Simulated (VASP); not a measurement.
**NaH: single point with PBE**

NaH:

```
CELL_PARAMETERS angstrom
0.00000 2.46343 2.46343
2.46343 0.00000 2.46343
2.46343 2.46343 0.00000
ATOMIC_POSITIONS crystal
Na 0.00000 0.00000 0.00000
H 0.50000 0.50000 0.50000
```

This cell differs from its parent crystal: volume scaled by 1.06.

| Quantity | Value |
| --- | --- |
| Program | VASP 6.6.1 |
| Task | single point |
| Functional | PBE |
| Potentials or basis | VASP PAW PBE potentials, release 64 (Na_pv, H) |
| Cutoff | 520 eV |
| k mesh | 8 × 8 × 8 |
| Occupations | gaussian, width 0.02 eV |
| Spin | no spin polarisation |

```json
{
  "Pressure": "-1.3 GPa",
  "Band gap on the k mesh": "3.66 eV, indirect (least direct gap 4.49 eV)"
}
```

Levels at points of the mesh, in eV from the valence-band top:
```csv
k point,band 1,band 2,band 3,band 4,band 5,band 6,band 7,band 8,band 9
"(0.00, 0.00, 0.00)",-22.21,-22.21,-22.21,-3.46,9.92,15.18,15.18,15.18,15.90
"(0.50, 0.00, 0.00)",-22.28,-22.22,-22.22,-0.83,3.66,10.39,13.03,13.03,15.76
"(0.50, 0.50, 0.00)",-22.28,-22.23,-22.23,-0.16,4.53,9.82,10.32,10.32,11.18
```

It took 18 s on 1 thread of Intel Xeon 8259CL, with other jobs on the host, peak memory 0.15 GiB.

 A k mesh can miss the band edges.
